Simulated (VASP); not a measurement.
# Te2Mo (P6_3/mmc) in VASP: settings compared

The runs below take Te2Mo through single point, with revPBE, PBE+U, PBE.

Program: VASP 6.6.1. These are calculated values, not measurements. Logs are shortened: lines on timing, memory, paths and dates and some standing lists are left out, and cuts for length are marked.

**The experiment to reproduce.**

From “Broadband infrared study of pressure-tunable Fano resonance and metallization transition in 2H-MoTe2”, 2022, pmc:9569381, for a bulk crystal of Te2Mo at 300 K: band gap 0.88 ± 0.05 eV (indirect).

The results are compared with them further down.

**1. The cell of the first run**

It takes space group P6_3/mmc (No. 194, hexagonal). The conventional cell has a = 3.587 Å, b = 3.587 Å, c = 14.248 Å, α = 90.00°, β = 90.00°, γ = 120.00°. Te (site symmetry 3m) has 3 Mo at 2.77 Å and 6 Te at 3.59 Å within 3.6 Å. Mo (site symmetry -6m2) has 6 Te at 2.77 Å and 6 Mo at 3.59 Å within 3.6 Å.

**2. Single point, revPBE**

INCAR reads:

```
PREC = Accurate
ENCUT = 520
EDIFF = 1E-7
ISMEAR = -1
SIGMA = 0.05
LREAL = F
LASPH = T
NELM = 60
ALGO = Normal
ISIF = 2
LWAVE = F
LCHARG = F
GGA = RE
NBANDS = 35
```

KPOINTS reads:

```
Automatic mesh
0
Gamma
  9 9 2
```

POSCAR reads:

```
Te2Mo
1.0
    3.5872018318      0.0000000000      0.0000000000
   -1.7936009159      3.1066079149      0.0000000000
    0.0000000000      0.0000000000     14.2476617354
Te Mo
4 2
Direct
    0.6666666667      0.3333333333      0.3790000000
    0.3333333333      0.6666666667      0.8790000000
    0.6666666667      0.3333333333      0.1210000000
    0.3333333333      0.6666666667      0.6210000000
    0.6666666667      0.3333333333      0.7500000000
    0.3333333333      0.6666666667      0.2500000000
```

Potentials or basis: VASP PAW PBE potentials, release 64 (Te, Mo_sv).

Command:

```
$ cat potpaw_PBE.64/Te/POTCAR potpaw_PBE.64/Mo_sv/POTCAR > POTCAR
$ mpirun -np 1 vasp_std > vasp.out
```

OUTCAR:

```text
PREC = Accurate
   ENCUT = 520
   EDIFF = 1E-7
   ISMEAR = -1
   LREAL = F
   LASPH = T
   NELM = 60
   ISIF = 2
   GGA = RE

 ion  position               nearest neighbor table
   1  0.667  0.333  0.379-   6 2.77   6 2.77   6 2.77   3 3.68
   2  0.333  0.667  0.879-   5 2.77   5 2.77   5 2.77   4 3.68
   3  0.667  0.333  0.121-   6 2.77   6 2.77   6 2.77   1 3.68
   4  0.333  0.667  0.621-   5 2.77   5 2.77   5 2.77   2 3.68
   5  0.667  0.333  0.750-   2 2.77   4 2.77   2 2.77   4 2.77   2 2.77   4 2.77
   6  0.333  0.667  0.250-   1 2.77   3 2.77   1 2.77   3 2.77   1 2.77   3 2.77

  LATTYP: Found a hexagonal cell.
 ALAT       =     3.5872018318
 C/A-ratio  =     3.9718037633

  Lattice vectors:

 A1 = (   3.5872018318,   0.0000000000,   0.0000000000)
 A2 = (  -1.7936009159,   3.1066079149,   0.0000000000)
 A3 = (   0.0000000000,   0.0000000000,  14.2476617354)

Analysis of symmetry for initial positions (statically):
=====================================================================
 Subroutine PRICEL returns:
 Original cell was already a primitive cell.

 Routine SETGRP: Setting up the symmetry group for a
 hexagonal supercell.

 Subroutine GETGRP returns: Found 24 space group operations
 (whereof 12 operations were pure point group operations)
 out of a pool of 24 trial point group operations.

The static configuration has the point symmetry D_3d.
 The point group associated with its full space group is D_6h.

Analysis of symmetry for dynamics (positions and initial velocities):
=====================================================================
 Subroutine PRICEL returns:
 Original cell was already a primitive cell.

 Routine SETGRP: Setting up the symmetry group for a
 hexagonal supercell.

 Subroutine GETGRP returns: Found 24 space group operations
 (whereof 12 operations were pure point group operations)
 out of a pool of 24 trial point group operations.

The dynamic configuration has the point symmetry D_3d.
 The point group associated with its full space group is D_6h.

 Subroutine INISYM returns: Found 24 space group operations
 (whereof 12 operations are pure point group operations),
 and found     1 'primitive' translations

----------------------------------------------------------------------------------------

                                     Primitive cell

  volume of cell :     158.7764

  direct lattice vectors                    reciprocal lattice vectors
     3.587201832  0.000000000  0.000000000     0.278768814  0.160947250  0.000000000
    -1.793600916  3.106607915  0.000000000     0.000000000  0.321894500  0.000000000
     0.000000000  0.000000000 14.247661735     0.000000000  0.000000000  0.070186955

  length of vectors
     3.587201832  3.587201832 14.247661735     0.321894500  0.321894500  0.070186955

  position of ions in fractional coordinates (direct lattice)
     0.666666667  0.333333333  0.379000000
     0.333333333  0.666666667  0.879000000
     0.666666667  0.333333333  0.121000000
     0.333333333  0.666666667  0.621000000
     0.666666667  0.333333333  0.750000000
     0.333333333  0.666666667  0.250000000

  ion indices of the primitive-cell ions
   primitive index   ion index
                 1           1
                 2           2
                 3           3
                 4           4
                 5           5
                 6           6

----------------------------------------------------------------------------------------

 KPOINTS: Automatic mesh

Automatic generation of k-mesh.
 Grid dimensions read from file:
 generate k-points for:    9    9    2

 Generating k-lattice:

  Cartesian coordinates                     Fractional coordinates (reciprocal lattice)
     0.030974313  0.017883028  0.000000000     0.111111111  0.000000000  0.000000000
     0.000000000  0.035766056  0.000000000     0.000000000  0.111111111  0.000000000
     0.000000000  0.000000000  0.035093478     0.000000000  0.000000000  0.500000000

  Length of vectors
     0.035766056  0.035766056  0.035093478

  Shift w.r.t. Gamma in fractional coordinates (k-lattice)
     0.000000000  0.000000000  0.000000000

 Subroutine IBZKPT returns following result:
 ===========================================

 Found     24 irreducible k-points:

 Following reciprocal coordinates:
            Coordinates               Weight
  0.000000  0.000000  0.000000      1.000000
  0.111111 -0.000000  0.000000      6.000000
  0.222222 -0.000000  0.000000      6.000000
  0.333333  0.000000  0.000000      6.000000
  0.444444 -0.000000  0.000000      6.000000
  0.111111  0.111111  0.000000      6.000000
[... 16 lines left out ...]
  0.333333  0.222222  0.500000     12.000000
  0.333333  0.333333  0.500000      2.000000
   k-points           NKPTS =     24   k-points in BZ     NKDIM =     24   number of bands    NBANDS=     35
   number of dos      NEDOS =    301   number of ions     NIONS =      6
   total plane-waves  NPLWV =  84672
   dimension x,y,z NGX =    28 NGY =   28 NGZ =  108
   dimension x,y,z NGXF=    56 NGYF=   56 NGZF=  216
   ions per type =               4   2
   NGX,Y,Z   is equivalent  to a cutoff of  12.98, 12.98, 12.60 a.u.
   NGXF,Y,Z  is equivalent  to a cutoff of  25.95, 25.95, 25.20 a.u.
 SYSTEM =  unknown system
   PREC   = accura    normal or accurate (medium, high low for compatibility)
   ISTART =      0    job   : 0-new  1-cont  2-samecut
   ICHARG =      2    charge: 1-file 2-atom 10-const
   ISPIN  =      1    spin polarized calculation?
   LNONCOLLINEAR =      F non collinear calculations
   LSORBIT =      F    spin-orbit coupling
   LASPH  =      T    aspherical Exc in radial PAW
   ENCUT  =  520.0 eV  38.22 Ry    6.18 a.u.   6.67  6.67 26.49*2*pi/ulx,y,z
   NELM   =     60;   NELMIN=  2; NELMDL= -5     # of ELM steps
   EDIFF  = 0.1E-06   stopping-criterion for ELM
   LREAL  =      F    real-space projection
   EDIFFG = 0.1E-05   stopping-criterion for IOM
   NSW    =      0    number of steps for IOM
   IBRION =     -1    ionic relax: 0-MD 1-quasi-New 2-CG
   NFREE  =      0    steps in history (QN), initial steepest desc. (CG)
   ISIF   =      2    stress and relaxation
   ISYM   =      2    0-nonsym 1-usesym 2-fastsym
   POTIM  = 0.5000    time-step for ionic-motion
   TEBEG  =    0.0;   TEEND  =   0.0 temperature during run
   PSTRESS=    0.0 pullay stress
   NELECT =      52.0000    total number of electrons
   NUPDOWN=      -1.0000    fix difference up-down
   EMIN   =  10.00;   EMAX   =-10.00  energy-range for DOS
   EFERMI =   0.00;   METHOD = LEGACY
   ISMEAR =    -1;   SIGMA  =   0.05  broadening in eV -4-tet -1-fermi 0-gaus
   EFERMI_NEDOS =   21; number of points for ismear=-14 and -15
   IALGO  =     38    algorithm
   IMIX   =      4    mixing-type and parameters
     AMIX     =   0.40;   BMIX     =  1.00
     AMIX_MAG =   1.60;   BMIX_MAG =  1.00
  volume/ion in A,a.u.               =      26.46       178.58
  Fermi-wavevector in a.u.,A,eV,Ry     =   1.128446  2.132453 17.325518  1.273390
  Thomas-Fermi vector in A             =   2.265136
   LORBIT       =      0    0 simple, 1 ext, 2 COOP (PROOUT), +10 PAW based schemes
   GGA     = RE    functional components
   LHFCALC =     F    Hartree Fock is set to
   AEXX    =    0.0000 exact exchange contribution
   IVDW    =     0    specifies the selected vdW correction
   LEPSILON=     F    determine dielectric tensor
   LRPA    =     F    only Hartree local field effects (RPA)
 non-spin polarized calculation
  energy-cutoff  :      520.00
  volume of cell :      158.78
 maximum number of plane-waves:      4337
 NGX is ok and might be reduce to    28
   NGX = 13   NGY = 13   NGZ = 53

 number of electron      52.0000002 magnetization

 Free energy of the ion-electron system (eV)
  ---------------------------------------------------
  ext. energy  EPLUGINS =         0.00000000
  ---------------------------------------------------
  free energy    TOTEN  =       -33.81209576 eV

  energy without entropy =      -33.81207251  energy(sigma->0) =      -33.81208413

 E-fermi :   7.8449     XC(G=0): -10.0957

 val. band max:        7.4555145776   @ k =   0.0000   0.0000   0.0000
 cond. band min:       8.2769845099   @ k =   0.2222   0.2222   0.0000
 fundamental gap:      0.8214699323
 Fermi energy:         7.8448549703

 k-point     1 :       0.0000    0.0000    0.0000
  band No.  band energies     occupation
      1     -53.4111      2.00000
      2     -53.4111      2.00000
      3     -27.5330      2.00000
      4     -27.5330      2.00000
      5     -27.4472      2.00000
      6     -27.4472      2.00000
[... 27 lines left out ...]
     34      10.5626      0.00000
     35      12.8120      0.00000

 k-point     2 :       0.1111   -0.0000    0.0000
  band No.  band energies     occupation
      1     -53.4103      2.00000
      2     -53.4103      2.00000
      3     -27.5305      2.00000
      4     -27.5305      2.00000
      5     -27.4590      2.00000
      6     -27.4590      2.00000
[... 27 lines left out ...]
     34      10.4533      0.00000
     35      13.4182      0.00000

 k-point     3 :       0.2222   -0.0000    0.0000
  band No.  band energies     occupation
      1     -53.4082      2.00000
      2     -53.4081      2.00000
      3     -27.5241      2.00000
      4     -27.5241      2.00000
      5     -27.4889      2.00000
      6     -27.4889      2.00000
[... 27 lines left out ...]
     34      10.7451      0.00000
     35      13.5497      0.00000
[... 723 lines left out ...]
 k-point    23 :       0.3333    0.2222    0.5000
  band No.  band energies     occupation
      1     -53.4035      2.00000
      2     -53.4035      2.00000
      3     -27.5328      2.00000
      4     -27.5328      2.00000
      5     -27.5101      2.00000
      6     -27.5101      2.00000
[... 27 lines left out ...]
     34      10.8237      0.00000
     35      12.3285      0.00000

 k-point    24 :       0.3333    0.3333    0.5000
  band No.  band energies     occupation
      1     -53.4031      2.00000
      2     -53.4031      2.00000
      3     -27.5233      2.00000
      4     -27.5233      2.00000
      5     -27.5110      2.00000
      6     -27.5110      2.00000
[... 27 lines left out ...]
     34      10.8678      0.00000
     35      12.3440      0.00000

------------------------ aborting loop because EDIFF is reached ----------------------------------------

  FORCE on cell =-STRESS in cart. coord.  units (eV):
  Direction    XX          YY          ZZ          XY          YZ          ZX
  --------------------------------------------------------------------------------------
  -------------------------------------------------------------------------------------
  Total       -1.0660228     -1.0660228     -1.5262369     -0.0000000      0.0000000     -0.0000000
  in kB      -10.7570014    -10.7570014    -15.4009204     -0.0000000      0.0000000     -0.0000000
  external PRESSURE =     -12.3049744 kB  Pullay stress =       0.0000000 kB

 VOLUME and BASIS-vectors are now :
 -----------------------------------------------------------------------------
  energy-cutoff  :      520.00
  volume of cell :      158.78
      direct lattice vectors                 reciprocal lattice vectors
     3.587201832  0.000000000  0.000000000     0.278768814  0.160947250  0.000000000
    -1.793600916  3.106607915  0.000000000     0.000000000  0.321894500  0.000000000
     0.000000000  0.000000000 14.247661735     0.000000000  0.000000000  0.070186955

 POSITION                                       TOTAL-FORCE (eV/Angst)
 -----------------------------------------------------------------------------------
      1.79360      1.03554      5.39986        -0.000000      0.000000     -0.508571
     -0.00000      2.07107     12.52369        -0.000000      0.000000     -0.508571
      1.79360      1.03554      1.72397        -0.000000      0.000000      0.508571
     -0.00000      2.07107      8.84780        -0.000000      0.000000      0.508571
      1.79360      1.03554     10.68575        -0.000000     -0.000000      0.000000
     -0.00000      2.07107      3.56192         0.000000      0.000000      0.000000
 -----------------------------------------------------------------------------------
    total drift:                               -0.000000      0.000000     -0.000000

  FREE ENERGIE OF THE ION-ELECTRON SYSTEM (eV)
  ---------------------------------------------------
  free  energy   TOTEN  =       -33.8120957572 eV

  energy  without entropy=      -33.8120725124  energy(sigma->0) =      -33.81208413
```

It took 1.8 min on 1 thread of Intel Xeon 6975P-C (Granite Rapids), shared host; peak memory 0.34 GiB.

Results:

```
Free energy            : -33.8121 eV
Pressure               : -1.2 GPa
Largest force          : 0.509 eV/Å
Band gap on the k mesh : 0.82 eV, indirect (least direct gap 0.96 eV)
```

Forces on the atoms (eV/Å):
```
Te   0.000  0.000 -0.509
Te   0.000  0.000 -0.509
Te   0.000  0.000  0.509
Te   0.000  0.000  0.509
Mo   0.000  0.000  0.000
Mo   0.000  0.000  0.000
```

Caveat: the PAW data sets were made with another functional, which shifts forces and pressure a little; spin-orbit coupling is left out, which moves the levels of the heavy elements; this functional lacks dispersion, which binds the layers, so the pressure and a relaxed spacing across them are unreliable.

[end of part 1 of 2]
